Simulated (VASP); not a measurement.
Set up this calculation in VASP 6.6.1, as the native input.

```yaml
Task: single point
Functional: PBE
Potentials_or_basis: VASP PAW PBE potentials, release 64 (C, O, H)
Cutoff: 520 eV
k_mesh: 1 × 1 × 1
Occupations: fermi-dirac, width 0.02 eV
Spin: no spin polarisation
Dipole_correction: no
Further_INCAR_settings: LREAL = Auto; ALGO = Normal; EDIFF = 1e-06; NBANDS = 64
```

The structure of H6C2O lies in POSCAR:

```
H6C2O
1.0
    7.2936330000      0.0000000000      0.0000000000
    0.0000000000      7.2936330000      0.0000000000
    0.0000000000      0.0000000000      7.2936330000
C O H
8 4 24
Direct
    0.4294978922      0.1827758540      1.0002285555
    0.6394481324      0.1691612397      0.9783190352
    0.6792362599      0.6726003351      0.3943028118
    0.6066249837      0.8683326951      0.4740984363
    0.3127248108      0.3148362414      0.3993071765
    0.1061610860      0.3625765102      0.3563656137
    0.2865238764      0.6743827116      0.9645261833
    0.1317039122      0.6255318851      0.8381968218
    0.7259756558      0.0014807435      1.0119922404
    0.4517227560      0.8117079650      0.5972058095
    0.0961660670      0.5645746091      0.3144523449
   -0.0103103625      0.5288036840      0.9324022747
    0.8532236267      0.0350853957      1.0277868382
    0.6644973774      0.2260190498      0.8422825771
    0.7008441472      0.2719083891      1.0735527823
    0.3875709129      0.3272854557      0.9682006210
    0.3813600163      0.0920803117      0.8731176905
    0.3786453198      0.1569451054      1.1313703335
    0.3315220275      0.8047292755      0.5294069499
    0.7257699969      0.9026777190      0.5594742702
    0.5894319059      0.9474153690      0.3513612489
    0.8003144661      0.6819098246      0.3104077214
    0.7173105639      0.5981244189      0.5260752769
    0.5729517786      0.5919546541      0.3185381003
    0.0350853957      0.6067895108      0.4336933323
    0.0704998456      0.2652313326      0.2290902216
    0.0131484543      0.3203204768      0.4759082339
    0.3511830113      0.3848836376      0.5255816957
    0.3469327289      0.1715331715      0.4225192027
    0.4119894708      0.3555429784      0.2945034388
   -0.0613823043      0.6174426380      1.0193136946
    0.0624105984      0.7587165409      0.7686155857
    0.1839412540      0.5216878886      0.7458148772
    0.2331759769      0.7896476283      1.0549886456
    0.3042105354      0.5573217079      1.0461453161
    0.3889968141      0.7312679429      0.8838393706
```

These files were run (other wordings do the same):

INCAR

```
SYSTEM = H6C2O
PREC = Accurate ; ENCUT = 520
EDIFF = 1E-6 ; ISMEAR = -1
SIGMA = 0.02 ; LREAL = Auto
LASPH = .TRUE. ; NELM = 120
ALGO = Normal ; ISIF = 2
LWAVE = .FALSE. ; LCHARG = .FALSE.
GGA = PE ; NBANDS = 64
GGA_COMPAT = .FALSE.
```

KPOINTS

```
Automatic mesh
0
G
  1 1 1
  0 0 0
```

Potentials or basis: VASP PAW PBE potentials, release 64 (C, O, H).

Run with:

```bash
$ cat potpaw_PBE.64/C/POTCAR potpaw_PBE.64/O/POTCAR potpaw_PBE.64/H/POTCAR > POTCAR
$ mpirun -np 1 vasp_gam > vasp.out
```

Results of the run:

```yaml
Pressure: -1.2 GPa
Largest_force: 4.590 eV/Å
Band_gap_on_the_k_mesh: 4.51 eV
```

Caveat: the k points lie up to 0.86 Å⁻¹ apart; the atoms stand as in a frame of molecular dynamics.

It took 78 s on 1 thread of AMD EPYC 7R13, on a shared host, peak memory 0.32 GiB.
